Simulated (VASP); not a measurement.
# Pt (I4/mmm) in VASP: a series of runs

The runs below take Pt through single point, with PBEsol.

Everything below comes from runs of VASP 6.6.1. Logs are shortened: lines on timing, memory, paths and dates and some standing lists are left out, and cuts for length are marked.

### Step 1. The cell of the first run

The structure is tetragonal, space group I4/mmm (No. 139). The conventional cell has a = 2.632 Å, b = 2.632 Å, c = 3.820 Å, α = 90.00°, β = 90.00°, γ = 90.00°. Pt (site symmetry 4/mmm) has 12 Pt at 2.63 to 2.67 Å within 3.5 Å.

### Step 2. Single point, PBEsol (strain -0.050 along x and y, -0.025 along z)

INCAR

```
PREC = Accurate
ENCUT = 520
EDIFF = 1E-6
ISMEAR = 0
SIGMA = 0.15
LREAL = False
LASPH = True
NELM = 60
ALGO = Fast
ISIF = 2
LWAVE = False
LCHARG = False
GGA = PS
NBANDS = 11
```

KPOINTS

```
regular mesh
0
Gamma
  26 26 26
```

POSCAR

```
Pt
1.0
    0.0000000000      1.8610788282      1.9100545869
    1.8610788282      0.0000000000      1.9100545869
    1.8610788282      1.8610788282      0.0000000000
Pt
1
Direct
    0.0000000000      0.0000000000      0.0000000000
```

Potentials or basis: VASP PAW PBE potentials, release 64 (Pt).

Started as:

```console
$ cat potpaw_PBE.64/Pt/POTCAR > POTCAR
$ mpirun -np 1 vasp_std > vasp.out
```

OUTCAR:

```text
PREC = Accurate
   ENCUT = 520
   EDIFF = 1E-6
   ISMEAR = 0
   LREAL = False
   LASPH = True
   NELM = 60
   ISIF = 2
   GGA = PS

 ion  position               nearest neighbor table
   1  0.000  0.000  0.000-

  LATTYP: Found a body centered tetragonal cell.
 ALAT       =     2.6319629195
 C/A-ratio  =     1.4514297088

  Lattice vectors:

 A1 = (  -1.8610788282,   0.0000000000,   1.9100545869)
 A2 = (   1.8610788282,   0.0000000000,   1.9100545869)
 A3 = (   0.0000000000,   1.8610788282,  -1.9100545869)

Analysis of symmetry for initial positions (statically):
=====================================================================
 Subroutine PRICEL returns:
 Original cell was already a primitive cell.

 Routine SETGRP: Setting up the symmetry group for a
 body centered tetragonal supercell.

 Subroutine GETGRP returns: Found 16 space group operations
 (whereof 16 operations were pure point group operations)
 out of a pool of 16 trial point group operations.

The static configuration has the point symmetry D_4h.

Analysis of symmetry for dynamics (positions and initial velocities):
=====================================================================
 Subroutine PRICEL returns:
 Original cell was already a primitive cell.

 Routine SETGRP: Setting up the symmetry group for a
 body centered tetragonal supercell.

 Subroutine GETGRP returns: Found 16 space group operations
 (whereof 16 operations were pure point group operations)
 out of a pool of 16 trial point group operations.

The dynamic configuration has the point symmetry D_4h.

 Subroutine INISYM returns: Found 16 space group operations
 (whereof 16 operations are pure point group operations),
 and found     1 'primitive' translations

----------------------------------------------------------------------------------------

                                     Primitive cell

  volume of cell :      13.2314

  direct lattice vectors                    reciprocal lattice vectors
     0.000000000  1.861078828  1.910054587    -0.268661377  0.268661377  0.261772623
     1.861078828  0.000000000  1.910054587     0.268661377 -0.268661377  0.261772623
     1.861078828  1.861078828  0.000000000     0.268661377  0.268661377 -0.261772623

  length of vectors
     2.666818878  2.666818878  2.631962919     0.461392216  0.461392216  0.461392216

  position of ions in fractional coordinates (direct lattice)
[... 83 lines left out ...]
   ISIF   =      2    stress and relaxation
   ISYM   =      2    0-nonsym 1-usesym 2-fastsym
   POTIM  = 0.5000    time-step for ionic-motion
   TEBEG  =    0.0;   TEEND  =   0.0 temperature during run
   PSTRESS=    0.0 pullay stress
   NELECT =      10.0000    total number of electrons
   NUPDOWN=      -1.0000    fix difference up-down
   EMIN   =  10.00;   EMAX   =-10.00  energy-range for DOS
   EFERMI =   0.00;   METHOD = LEGACY
   ISMEAR =     0;   SIGMA  =   0.15  broadening in eV -4-tet -1-fermi 0-gaus
   EFERMI_NEDOS =   21; number of points for ismear=-14 and -15
   IALGO  =     68    algorithm
   IMIX   =      4    mixing-type and parameters
     AMIX     =   0.40;   BMIX     =  1.00
     AMIX_MAG =   1.60;   BMIX_MAG =  1.00
  volume/ion in A,a.u.               =      13.23        89.29
  Fermi-wavevector in a.u.,A,eV,Ry     =   1.491213  2.817984 30.255502  2.223717
  Thomas-Fermi vector in A             =   2.603897
   LORBIT       =      0    0 simple, 1 ext, 2 COOP (PROOUT), +10 PAW based schemes
   GGA     = PS    functional components
   LHFCALC =     F    Hartree Fock is set to
   AEXX    =    0.0000 exact exchange contribution
   IVDW    =     0    specifies the selected vdW correction
   LEPSILON=     F    determine dielectric tensor
   LRPA    =     F    only Hartree local field effects (RPA)
 non-spin polarized calculation
 RMM-DIIS sequential band-by-band and
 Gauss-broadening in eV      SIGMA  =   0.15
  energy-cutoff  :      520.00
  volume of cell :       13.23
 maximum number of plane-waves:       370
   NGX =  9   NGY =  9   NGZ =  9

 number of electron      10.0000002 magnetization

 Free energy of the ion-electron system (eV)
  ---------------------------------------------------
  ext. energy  EPLUGINS =         0.00000000
  ---------------------------------------------------
  free energy    TOTEN  =        -6.71749230 eV

  energy without entropy =       -6.69996605  energy(sigma->0) =       -6.70872917

 E-fermi :  13.8157     XC(G=0): -14.4122

 val. band max:       13.8149736639   @ k =  -0.1154   0.3462   0.3077
 cond. band min:      13.8173521956   @ k =  -0.1923   0.2692   0.2308
 fundamental gap:      0.0023785317
 Fermi energy:        13.8157382429

 k-point     1 :       0.0000    0.0000    0.0000
  band No.  band energies     occupation
      1       1.9461      2.00000
      2       8.8683      2.00000
      3       9.2381      2.00000
      4       9.2381      2.00000
      5      11.5741      2.00000
      6      12.0298      2.00000
      7      27.9600      0.00000
      8      33.1185      0.00000
      9      33.9523      0.00000
     10      33.9523      0.00000
     11      39.4855      0.00000
[... 309 lines left out ...]
 k-point    24 :       0.3846    0.0385    0.0000
  band No.  band energies     occupation
      1       4.9938      2.00000
      2       8.9739      2.00000
      3       9.4748      2.00000
      4      10.3553      2.00000
      5      13.1728      2.00000
      6      13.3215      2.00000
      7      23.7239      0.00000
      8      28.6200      0.00000
      9      35.0599      0.00000
     10      35.5659      0.00000
     11      41.7763      0.00000

 [... further k-points ...]

------------------------ aborting loop because EDIFF is reached ----------------------------------------

  FORCE on cell =-STRESS in cart. coord.  units (eV):
  Direction    XX          YY          ZZ          XY          YZ          ZX
  --------------------------------------------------------------------------------------
  -------------------------------------------------------------------------------------
  Total        4.3963964      4.3963964      3.9865853      0.0000000     -0.0000000      0.0000000
  in kB      532.3559514    532.3559514    482.7322664      0.0000000     -0.0000000      0.0000000
  external PRESSURE =     515.8147231 kB  Pullay stress =       0.0000000 kB

 VOLUME and BASIS-vectors are now :
 -----------------------------------------------------------------------------
  energy-cutoff  :      520.00
  volume of cell :       13.23
      direct lattice vectors                 reciprocal lattice vectors
     0.000000000  1.861078828  1.910054587    -0.268661377  0.268661377  0.261772623
     1.861078828  0.000000000  1.910054587     0.268661377 -0.268661377  0.261772623
     1.861078828  1.861078828  0.000000000     0.268661377  0.268661377 -0.261772623

 POSITION                                       TOTAL-FORCE (eV/Angst)
 -----------------------------------------------------------------------------------
      0.00000      0.00000      0.00000         0.000000      0.000000      0.000000
 -----------------------------------------------------------------------------------
    total drift:                                0.000000     -0.000000      0.000000

  FREE ENERGIE OF THE ION-ELECTRON SYSTEM (eV)
  ---------------------------------------------------
  free  energy   TOTEN  =        -6.7174922977 eV

  energy  without entropy=       -6.6999660468  energy(sigma->0) =       -6.70872917
```

OSZICAR:

```text
N       E                     dE             d eps       ncg     rms          rms(c)
DAV:   1     0.401664677524E+02    0.40166E+02   -0.54865E+03 29876   0.861E+02
DAV:   2    -0.652955812683E+01   -0.46696E+02   -0.44920E+02 33551   0.184E+02
DAV:   3    -0.713378406492E+01   -0.60423E+00   -0.60094E+00 34555   0.198E+01
DAV:   4    -0.713593132044E+01   -0.21473E-02   -0.21471E-02 34181   0.138E+00
DAV:   5    -0.713594586806E+01   -0.14548E-04   -0.14549E-04 34633   0.102E-01    0.196E+01
RMM:   6    -0.678692674850E+01    0.34902E+00   -0.27047E-01 29553   0.451E+00    0.103E+01
RMM:   7    -0.672257022550E+01    0.64357E-01   -0.93147E-02 31079   0.278E+00    0.255E+00
RMM:   8    -0.671772922662E+01    0.48410E-02   -0.12242E-02 31430   0.103E+00    0.624E-01
RMM:   9    -0.671747571414E+01    0.25351E-03   -0.93555E-04 34868   0.262E-01    0.678E-02
RMM:  10    -0.671749166081E+01   -0.15947E-04   -0.15123E-04 34780   0.940E-02    0.778E-02
RMM:  11    -0.671750480439E+01   -0.13144E-04   -0.34442E-05 33404   0.485E-02    0.920E-02
RMM:  12    -0.671758237746E+01   -0.77573E-04   -0.31831E-05 31588   0.467E-02    0.258E-01
RMM:  13    -0.671758247746E+01   -0.99992E-07   -0.35318E-04 37325   0.155E-01    0.265E-01
RMM:  14    -0.671749602701E+01    0.86450E-04   -0.52589E-05 31242   0.593E-02    0.660E-02
RMM:  15    -0.671749211321E+01    0.39138E-05   -0.54350E-06 31305   0.197E-02    0.682E-03
RMM:  16    -0.671749229774E+01   -0.18453E-06   -0.21161E-07 18476   0.411E-03
   1 F= -.67174923E+01 E0= -.67087292E+01  d E =-.175263E-01
```

stdout:

```text
POSCAR found type information on POSCAR Pt
 POSCAR found :  1 types and       1 ions
 scaLAPACK will be used
 -----------------------------------------------------------------------------
|                                                                             |
|                                                                             |
|     You enforced a specific xc type in the INCAR file but a different       |
|     I HOPE YOU KNOW WHAT YOU ARE DOING!                                     |
|                                                                             |
 -----------------------------------------------------------------------------

 LDA part: xc-table for (Slater+PW92), standard interpolation
 POSCAR, INCAR and KPOINTS ok, starting setup
 FFT: planning ... GRIDC
 FFT: planning ... GRID_SOFT
 FFT: planning ... GRID
 WAVECAR not read
 entering main loop
WARNING in EDDRMM: call to ZHEGV failed, returncode =   8  4     11
```

Wall time 2.5 min (1 thread of Intel Xeon Platinum 8488C (Sapphire Rapids), shared host); peak memory 0.3 GiB.

What came out:

```
Free energy            : -6.7175 eV
Pressure               : 51.6 GPa
Band gap on the k mesh : zero (bands 5 and 6 overlap by 2.96 eV)
```

Stress tensor (GPa, compression positive):
```
53.24  0.00  0.00
 0.00 53.24  0.00
 0.00  0.00 48.27
```

Levels at points of the mesh, in eV from the Fermi level:
```csv
k point,band 2,band 3,band 4,band 5,band 6,band 7,band 8,band 9
"(0.00, 0.00, 0.00)",-4.95,-4.58,-4.58,-2.24,-1.79,14.14,19.30,20.14
"(0.50, 0.00, 0.00)",-4.98,-4.61,-1.10,-0.01,0.17,6.91,13.72,19.58
"(0.50, 0.50, 0.00)",-8.17,0.08,0.63,0.63,1.09,9.88,12.06,12.06
"(0.50, 0.00, 0.50)",-8.17,0.03,0.49,0.82,1.65,10.64,11.43,11.72
```

Caveat: the cell differs from its parent crystal (strain -0.050 along x and y, -0.025 along z); the cell stands under pressure; the PAW data sets were made with another functional, which shifts forces and pressure a little; spin-orbit coupling is left out, which moves the levels of the heavy elements.

[end of part 1 of 2]
